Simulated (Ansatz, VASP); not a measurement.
## One calculation of KBr, two programs

Contents of INCAR:

```
  PREC = Accurate
  ENCUT = 520
  EDIFF = 1E-6
  ISMEAR = 0
  SIGMA = 0.05
  LREAL = F
  LASPH = T
  NELM = 100
  ALGO = Normal
  ISIF = 2
  LWAVE = F
  LCHARG = F
  GGA = PE
  NBANDS = 15
```

The input KPOINTS:

```
Automatic mesh
0
Gamma
  8 8 8
```

POSCAR

```
KBr
1.0
   -1.0409841071      2.8627062946      2.8627062946
    2.8627062946     -1.0409841071      2.8627062946
    2.8627062946      2.8627062946     -1.0409841071
K Br
1 1
Direct
    0.0000000000      0.0000000000      0.0000000000
    0.5000000000      0.5000000000      0.5000000000
```

Input for Ansatz:

```yaml
crystal:
  lattice:
    - [-1.0409841071, 2.8627062946, 2.8627062946]
    - [2.8627062946, -1.0409841071, 2.8627062946]
    - [2.8627062946, 2.8627062946, -1.0409841071]
  atoms:
    - { symbol: K, position: [0.0, 0.0, 0.0] }
    - { symbol: Br, position: [0.5, 0.5, 0.5] }
basis:
  ecutwfc: 420
kpoints:
  mp_grid: { grid: [8, 8, 8] }
hamiltonian:
  xc: pbe
scf:
  occupations: { method: gaussian, width: 0.05 }
output:
  forces: true
  stress: true
  eigenvalues: true
  write_density: true
  write_potential: true
  elf: true
  volumetric_format: npy
```

Alike in both runs: task single point; functional PBE; k mesh 8 × 8 × 8; occupations gaussian, width 0.05 eV; no spin polarisation.

|  | VASP | Ansatz |
| --- | --- | --- |
| version | VASP 6.6.1 | Ansatz 0.2.0 |
| potentials or method | VASP PAW PBE potentials, release 64 (K_sv, Br), cutoff 520 eV | scalar-relativistic, plane waves, PAW |
| valence electrons in the cell | 16 | 16 |

VASP gave:

| Item | Value |
| --- | --- |
| gap on the k mesh at the Fermi level (eV) | 3.77 |
| least direct gap on the mesh (eV) | 3.78 |
| pressure (GPa) | -0.6 |
| traceless stress, the component that is largest in VASP (GPa) | 0.18 |

**Question.** Estimate Ansatz's values.

**Answer.** gap on the k mesh at the Fermi level (eV): 3.77; least direct gap on the mesh (eV): 3.78; pressure (GPa): -0.6; traceless stress, the component that is largest in VASP (GPa): 0.19.
